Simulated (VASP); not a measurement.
# BN (Fm-3m) in VASP: notebook

BN is run at these levels: PBE-based screened hybrid, HSE06; tasks: single point.

Everything below comes from runs of VASP 6.6.1. Logs are shortened: lines on timing, memory, paths and dates and some standing lists are left out, and cuts for length are marked.

**1. The cell of the first run**

It takes space group Fm-3m (No. 225, cubic). The conventional cell has a = 3.492 Å, b = 3.492 Å, c = 3.492 Å, α = 90.00°, β = 90.00°, γ = 90.00°. B (site symmetry m-3m) has 6 N at 1.75 Å within 2.3 Å. N (site symmetry m-3m) has 6 B at 1.75 Å within 2.3 Å.

**2. Single point, PBE-based screened hybrid**

Contents of POSCAR:

```
BN
1.0
    0.0000000000      1.7458259350      1.7458259350
    1.7458259350      0.0000000000      1.7458259350
    1.7458259350      1.7458259350      0.0000000000
B N
1 1
Direct
    0.0000000000      0.0000000000      0.0000000000
    0.5000000000      0.5000000000      0.5000000000
```

Contents of INCAR.step1:

```
ALGO = Normal ; EDIFF = 1E-5
ENCUT = 520 ; GGA = PE
ISIF = 2 ; ISMEAR = 0
LASPH = T ; LCHARG = F
LREAL = F ; LWAVE = T
NBANDS = 11 ; NELM = 100
PREC = Accurate ; SIGMA = 0.01
```

Contents of INCAR.step2:

```
AEXX = 0.05 ; ALGO = Normal
EDIFF = 1E-7 ; ENCUT = 520
GGA = PE ; HFSCREEN = 0.3
ISIF = 2 ; ISMEAR = 0
ISTART = 1 ; LASPH = T
LCHARG = F ; LHFCALC = T
LREAL = F ; LWAVE = F
NBANDS = 11 ; NELM = 100
PREC = Accurate ; PRECFOCK = Normal
SIGMA = 0.01
```

Contents of KPOINTS:

```
k-points
0
Gamma
  6 6 6
```

Potentials or basis: VASP PAW PBE potentials, release 64 (B, N).

Launch:

```bash
$ cat potpaw_PBE.64/B/POTCAR potpaw_PBE.64/N/POTCAR > POTCAR
$ cp INCAR.step1 INCAR
$ mpirun -np 1 vasp_std > vasp.out
$ cp INCAR.step2 INCAR
$ mpirun -np 1 vasp_std > vasp.out
```

OUTCAR:

```text
AEXX = 0.05
   EDIFF = 1E-7
   ENCUT = 520
   GGA = PE
   HFSCREEN = 0.3
   ISIF = 2
   ISMEAR = 0
   ISTART = 1
   LASPH = T
   LHFCALC = T
   LREAL = F
   NELM = 100
   PREC = Accurate
   PRECFOCK = Normal

 ion  position               nearest neighbor table
   1  0.000  0.000  0.000-   2 1.75   2 1.75   2 1.75   2 1.75   2 1.75   2 1.75
   2  0.500  0.500  0.500-   1 1.75   1 1.75   1 1.75   1 1.75   1 1.75   1 1.75

  LATTYP: Found a face centered cubic cell.
 ALAT       =     3.4916518700

  Lattice vectors:

 A1 = (   0.0000000000,   1.7458259350,   1.7458259350)
 A2 = (   1.7458259350,   0.0000000000,   1.7458259350)
 A3 = (   1.7458259350,   1.7458259350,   0.0000000000)

Analysis of symmetry for initial positions (statically):
=====================================================================
 Subroutine PRICEL returns:
 Original cell was already a primitive cell.

 Routine SETGRP: Setting up the symmetry group for a
 face centered cubic supercell.

 Subroutine GETGRP returns: Found 48 space group operations
 (whereof 48 operations were pure point group operations)
 out of a pool of 48 trial point group operations.

The static configuration has the point symmetry O_h .

Analysis of symmetry for dynamics (positions and initial velocities):
=====================================================================
 Subroutine PRICEL returns:
 Original cell was already a primitive cell.

 Routine SETGRP: Setting up the symmetry group for a
 face centered cubic supercell.

 Subroutine GETGRP returns: Found 48 space group operations
 (whereof 48 operations were pure point group operations)
 out of a pool of 48 trial point group operations.

The dynamic configuration has the point symmetry O_h .

 Subroutine INISYM returns: Found 48 space group operations
 (whereof 48 operations are pure point group operations),
 and found     1 'primitive' translations

----------------------------------------------------------------------------------------

                                     Primitive cell

  volume of cell :      10.6422

  direct lattice vectors                    reciprocal lattice vectors
     0.000000000  1.745825935  1.745825935    -0.286397395  0.286397395  0.286397395
     1.745825935  0.000000000  1.745825935     0.286397395 -0.286397395  0.286397395
     1.745825935  1.745825935  0.000000000     0.286397395  0.286397395 -0.286397395

  length of vectors
     2.468970715  2.468970715  2.468970715     0.496054839  0.496054839  0.496054839

  position of ions in fractional coordinates (direct lattice)
     0.000000000  0.000000000  0.000000000
     0.500000000  0.500000000  0.500000000

  ion indices of the primitive-cell ions
   primitive index   ion index
                 1           1
                 2           2

----------------------------------------------------------------------------------------

 KPOINTS: k-points

Automatic generation of k-mesh.
 Grid dimensions read from file:
 generate k-points for:    6    6    6

 Generating k-lattice:

  Cartesian coordinates                     Fractional coordinates (reciprocal lattice)
    -0.047732899  0.047732899  0.047732899     0.166666667  0.000000000  0.000000000
     0.047732899 -0.047732899  0.047732899     0.000000000  0.166666667  0.000000000
     0.047732899  0.047732899 -0.047732899     0.000000000  0.000000000  0.166666667

  Length of vectors
     0.082675807  0.082675807  0.082675807

  Shift w.r.t. Gamma in fractional coordinates (k-lattice)
     0.000000000  0.000000000  0.000000000

 Subroutine IBZKPT returns following result:
 ===========================================

 Found     16 irreducible k-points:

 Following reciprocal coordinates:
            Coordinates               Weight
  0.000000  0.000000  0.000000      1.000000
  0.166667  0.000000  0.000000      8.000000
  0.333333  0.000000  0.000000      8.000000
  0.500000  0.000000  0.000000      4.000000
  0.166667  0.166667  0.000000      6.000000
  0.333333  0.166667  0.000000     24.000000
[... 8 lines left out ...]
 -0.333333  0.333333  0.166667     24.000000
 -0.333333  0.500000  0.166667     12.000000
   k-points           NKPTS =     16   k-points in BZ     NKDIM =    216   number of bands    NBANDS=     11
   number of dos      NEDOS =    301   number of ions     NIONS =      2
   total plane-waves  NPLWV =   5832
   dimension x,y,z NGX =    18 NGY =   18 NGZ =   18
   dimension x,y,z NGXF=    36 NGYF=   36 NGZF=   36
   ions per type =               1   1
   NGX,Y,Z   is equivalent  to a cutoff of  12.12, 12.12, 12.12 a.u.
   NGXF,Y,Z  is equivalent  to a cutoff of  24.24, 24.24, 24.24 a.u.
 SYSTEM =  unknown system
   PREC   = accura    normal or accurate (medium, high low for compatibility)
   ISTART =      1    job   : 0-new  1-cont  2-samecut
   ICHARG =      0    charge: 1-file 2-atom 10-const
   ISPIN  =      1    spin polarized calculation?
   LNONCOLLINEAR =      F non collinear calculations
   LSORBIT =      F    spin-orbit coupling
   LASPH  =      T    aspherical Exc in radial PAW
   ENCUT  =  520.0 eV  38.22 Ry    6.18 a.u.   4.59  4.59  4.59*2*pi/ulx,y,z
   NELM   =    100;   NELMIN=  2; NELMDL=  0     # of ELM steps
   EDIFF  = 0.1E-06   stopping-criterion for ELM
   LREAL  =      F    real-space projection
   EDIFFG = 0.1E-05   stopping-criterion for IOM
   NSW    =      0    number of steps for IOM
   IBRION =     -1    ionic relax: 0-MD 1-quasi-New 2-CG
   NFREE  =      0    steps in history (QN), initial steepest desc. (CG)
   ISIF   =      2    stress and relaxation
   ISYM   =      3    0-nonsym 1-usesym 2-fastsym
   POTIM  = 0.5000    time-step for ionic-motion
   TEBEG  =    0.0;   TEEND  =   0.0 temperature during run
   PSTRESS=    0.0 pullay stress
   NELECT =       8.0000    total number of electrons
   NUPDOWN=      -1.0000    fix difference up-down
   EMIN   =  10.00;   EMAX   =-10.00  energy-range for DOS
   EFERMI =   0.00;   METHOD = LEGACY
   ISMEAR =     0;   SIGMA  =   0.01  broadening in eV -4-tet -1-fermi 0-gaus
   EFERMI_NEDOS =   21; number of points for ismear=-14 and -15
   IALGO  =     38    algorithm
   IMIX   =      1    mixing-type and parameters
     AMIX     =   0.40;   BMIX     =  1.00
     AMIX_MAG =   1.60;   BMIX_MAG =  1.00
  volume/ion in A,a.u.               =       5.32        35.91
  Fermi-wavevector in a.u.,A,eV,Ry     =   1.488540  2.812933 30.147133  2.215752
  Thomas-Fermi vector in A             =   2.601562
   LORBIT       =      0    0 simple, 1 ext, 2 COOP (PROOUT), +10 PAW based schemes
   GGA     = PE    functional components
   LHFCALC =     T    Hartree Fock is set to
   PRECFOCK=normal    Normal, Fast or Accurate (Low or Medium for compatibility)
   ENCUT4O =  -1.0   cutoff for four orbital integrals eV
   NKREDX  =     1    reduce k-point grid by
   NKREDY  =     1    reduce k-point grid by
   NKREDZ  =     1    reduce k-point grid by
   AEXX    =    0.0500 exact exchange contribution
   HFSCREEN=    0.3000 screening length (either q_TF or 0.3 A-1)
   HFSCREENC=   0.3000 screening length for correlation (either q_TF or 0.3 A-1)
   ENCUTFOCK=  -1.0 apply spherical cutoff to Coloumb kernel
   IVDW    =     0    specifies the selected vdW correction
   LEPSILON=     F    determine dielectric tensor
   LRPA    =     F    only Hartree local field effects (RPA)
 non-spin polarized calculation
 Gauss-broadening in eV      SIGMA  =   0.01
  energy-cutoff  :      520.00
  volume of cell :       10.64
 maximum number of plane-waves:       302
  NGX = 14; NGY = 14; NGZ = 14

 number of electron       7.9999998 magnetization

 Free energy of the ion-electron system (eV)
  ---------------------------------------------------
  ext. energy  EPLUGINS =         0.00000000
  ---------------------------------------------------
  free energy    TOTEN  =       -14.36776478 eV

  energy without entropy =      -14.36776478  energy(sigma->0) =      -14.36776478

 E-fermi :  10.5843     XC(G=0): -13.2773

 val. band max:       10.3752983628   @ k =  -0.1667   0.1667   0.0000
 cond. band min:      11.7010128557   @ k =   0.5000   0.5000   0.0000
 fundamental gap:      1.3257144930
 Fermi energy:        10.5842697441

 k-point     1 :       0.0000    0.0000    0.0000
  band No.  band energies     occupation
      1     -12.6070      2.00000
      2       9.4168      2.00000
      3       9.4168      2.00000
      4       9.4168      2.00000
      5      19.8226      0.00000
      6      22.7466      0.00000
      7      22.7466      0.00000
      8      22.7466      0.00000
      9      29.1417      0.00000
     10      29.1417      0.00000
     11      29.1417      0.00000

 k-point     2 :       0.1667    0.0000    0.0000
  band No.  band energies     occupation
      1     -11.8177      2.00000
      2       6.4331      2.00000
      3       9.3809      2.00000
      4       9.3809      2.00000
      5      19.9808      0.00000
      6      20.4888      0.00000
      7      20.4888      0.00000
      8      22.7543      0.00000
      9      28.2356      0.00000
     10      31.0605      0.00000
     11      31.0605      0.00000

 k-point     3 :       0.3333    0.0000    0.0000
  band No.  band energies     occupation
      1      -9.5687      2.00000
      2       1.0088      2.00000
      3       9.4878      2.00000
      4       9.4878      2.00000
      5      17.1831      0.00000
      6      17.1831      0.00000
      7      18.4889      0.00000
      8      23.9863      0.00000
      9      30.4539      0.00000
     10      36.1791      0.00000
     11      36.1791      0.00000
[... 155 lines left out ...]
 k-point    15 :      -0.3333    0.3333    0.1667
  band No.  band energies     occupation
      1      -5.4544      2.00000
      2      -0.6997      2.00000
      3       2.7769      2.00000
      4       5.2352      2.00000
      5      17.1567      0.00000
      6      17.7805      0.00000
      7      23.8191      0.00000
      8      25.4364      0.00000
      9      30.9125      0.00000
     10      31.7460      0.00000
     11      45.7446      0.00000

 k-point    16 :      -0.3333    0.5000    0.1667
  band No.  band energies     occupation
      1      -4.3376      2.00000
      2      -0.6687      2.00000
      3       2.2932      2.00000
      4       3.5132      2.00000
      5      14.9928      0.00000
      6      21.3365      0.00000
      7      23.1645      0.00000
      8      26.1440      0.00000
      9      26.9431      0.00000
     10      35.5672      0.00000
     11      49.6375      0.00000

------------------------ aborting loop because EDIFF is reached ----------------------------------------

  FORCE on cell =-STRESS in cart. coord.  units (eV):
  Direction    XX          YY          ZZ          XY          YZ          ZX
  --------------------------------------------------------------------------------------
  -------------------------------------------------------------------------------------
  Total        0.0913599      0.0913599      0.0913599      0.0000000      0.0000000     -0.0000000
  in kB       13.7541377     13.7541377     13.7541377      0.0000000      0.0000000     -0.0000000
  external PRESSURE =      13.7541377 kB  Pullay stress =       0.0000000 kB

 VOLUME and BASIS-vectors are now :
 -----------------------------------------------------------------------------
  energy-cutoff  :      520.00
  volume of cell :       10.64
      direct lattice vectors                 reciprocal lattice vectors
     0.000000000  1.745825935  1.745825935    -0.286397395  0.286397395  0.286397395
     1.745825935  0.000000000  1.745825935     0.286397395 -0.286397395  0.286397395
     1.745825935  1.745825935  0.000000000     0.286397395  0.286397395 -0.286397395

 POSITION                                       TOTAL-FORCE (eV/Angst)
 -----------------------------------------------------------------------------------
      0.00000      0.00000      0.00000         0.000000      0.000000      0.000000
      1.74583      1.74583      1.74583         0.000000     -0.000000      0.000000
 -----------------------------------------------------------------------------------
    total drift:                               -0.000000     -0.000000     -0.000000

  FREE ENERGIE OF THE ION-ELECTRON SYSTEM (eV)
  ---------------------------------------------------
  free  energy   TOTEN  =       -14.3677647830 eV

  energy  without entropy=      -14.3677647830  energy(sigma->0) =      -14.36776478
```

Run time: 1.7 min. Hardware: 1 thread of Intel Xeon Platinum 8488C (Sapphire Rapids), shared host; peak memory 0.21 GiB.

Results:

| Item | Value |
| --- | --- |
| Free energy | -14.3678 eV |
| Pressure | 1.4 GPa |
| Band gap on the k mesh | 1.33 eV, indirect (least direct gap 6.06 eV) |

Caveat: the k points lie up to 0.52 Å⁻¹ apart; the PAW data sets were made with another functional, which shifts forces and pressure a little. A k mesh can miss the band edges.

**3. Single point, PBE-based screened hybrid**

POSCAR is that of step 2.

Contents of INCAR.step1:

```
SYSTEM = BN
  PREC = Accurate
  ENCUT = 520
  EDIFF = 1E-5
  ISMEAR = 0
  SIGMA = 0.01
  LREAL = .FALSE.
  LASPH = .TRUE.
  NELM = 100
  ALGO = Normal
  ISIF = 2
  LWAVE = .TRUE.
  GGA = PE
  NBANDS = 11
```

Contents of INCAR.step2:

```
SYSTEM = BN
  PREC = Accurate
  ENCUT = 520
  EDIFF = 1E-7
  ISMEAR = 0
  SIGMA = 0.01
  LREAL = .FALSE.
  LASPH = .TRUE.
  NELM = 100
  ALGO = Normal
  ISIF = 2
  LWAVE = .FALSE.
  LCHARG = .TRUE.
  GGA = PE
  LHFCALC = .TRUE.
  AEXX = 0.1
  HFSCREEN = 0.2078
  PRECFOCK = Normal
  LELF = .TRUE.
  LVHAR = .TRUE.
  ISTART = 1
  NBANDS = 11
```

Contents of KPOINTS:

```
regular mesh
0
G
  6 6 6
  0 0 0
```

Potentials or basis: VASP PAW PBE potentials, release 64 (B, N).

Launch:

```bash
$ cat potpaw_PBE.64/B/POTCAR potpaw_PBE.64/N/POTCAR > POTCAR
$ cp INCAR.step1 INCAR
$ mpirun -np 1 vasp_std > vasp.out
$ cp INCAR.step2 INCAR
$ mpirun -np 1 vasp_std > vasp.out
```

It took 83 s on 1 thread of Intel Xeon Platinum 8488C (Sapphire Rapids), shared host; peak memory 0.21 GiB.

The run converged. Its results:

```
Free energy            : -14.9705 eV
Pressure               : -1.2 GPa
Band gap on the k mesh : 1.56 eV, indirect (least direct gap 6.38 eV)
```

Levels at points of the mesh, in eV from the valence-band top:
| k point | band 1 | band 2 | band 3 | band 4 | band 5 | band 6 | band 7 | band 8 |
| --- | --- | --- | --- | --- | --- | --- | --- | --- |
| (0.00, 0.00, 0.00) | -23.43 | -0.99 | -0.99 | -0.99 | 9.83 | 12.83 | 12.83 | 12.83 |
| (0.50, 0.00, 0.00) | -18.07 | -13.14 | -0.71 | -0.71 | 5.67 | 5.67 | 7.79 | 14.51 |
| (0.50, 0.50, 0.00) | -15.17 | -12.39 | -5.91 | -5.91 | 1.56 | 9.22 | 15.50 | 15.50 |

Caveat: the k points lie up to 0.52 Å⁻¹ apart; the PAW data sets were made with another functional, which shifts forces and pressure a little.

**4. Single point, PBE-based screened hybrid**

POSCAR is that of step 3.

Contents of INCAR.step1:

```
PREC = Accurate ; ENCUT = 520
EDIFF = 1E-5 ; ISMEAR = 0
SIGMA = 0.01 ; LREAL = False
LASPH = True ; NELM = 80
ALGO = Normal ; ISIF = 2
LWAVE = True ; NBANDS = 11
GGA = PE
```

Contents of INCAR.step2:

```
PREC = Accurate ; ENCUT = 520
EDIFF = 1E-6 ; ISMEAR = 0
SIGMA = 0.01 ; LREAL = False
LASPH = True ; NELM = 80
ALGO = Normal ; ISIF = 2
LWAVE = False ; LCHARG = True
GGA = PE ; LHFCALC = True
AEXX = 0.15 ; HFSCREEN = 0.1
PRECFOCK = Normal ; LELF = True
LVHAR = True ; NBANDS = 11
ISTART = 1
```

Contents of KPOINTS:

```
Automatic mesh
0
Gamma
  6 6 6
```

Launch:

```bash
$ cat potpaw_PBE.64/B/POTCAR potpaw_PBE.64/N/POTCAR > POTCAR
$ cp INCAR.step1 INCAR
$ mpirun -np 1 vasp_std > vasp.out
$ cp INCAR.step2 INCAR
$ mpirun -np 1 vasp_std > vasp.out
```

Wall time 66 s (1 thread of Intel Xeon Platinum 8488C (Sapphire Rapids), shared host); peak memory 0.21 GiB.

The run converged. Its results:

```yaml
Free_energy: -15.8054 eV
Pressure: -3.9 GPa
Band_gap_on_the_k_mesh: 1.98 eV, indirect (least direct gap 6.88 eV)
```

Levels at points of the mesh, in eV from the valence-band top:
```csv
k point,band 2,band 3,band 4,band 5,band 6,band 7
"(0.00, 0.00, 0.00)",-1.03,-1.03,-1.03,10.40,13.48,13.48
"(0.50, 0.00, 0.00)",-13.41,-0.72,-0.72,6.16,6.16,8.31
"(0.50, 0.50, 0.00)",-12.63,-6.03,-6.03,1.98,9.66,16.19
```

Caveat: the k points lie up to 0.52 Å⁻¹ apart; the PAW data sets were made with another functional, which shifts forces and pressure a little.

[end of part 1 of 2]
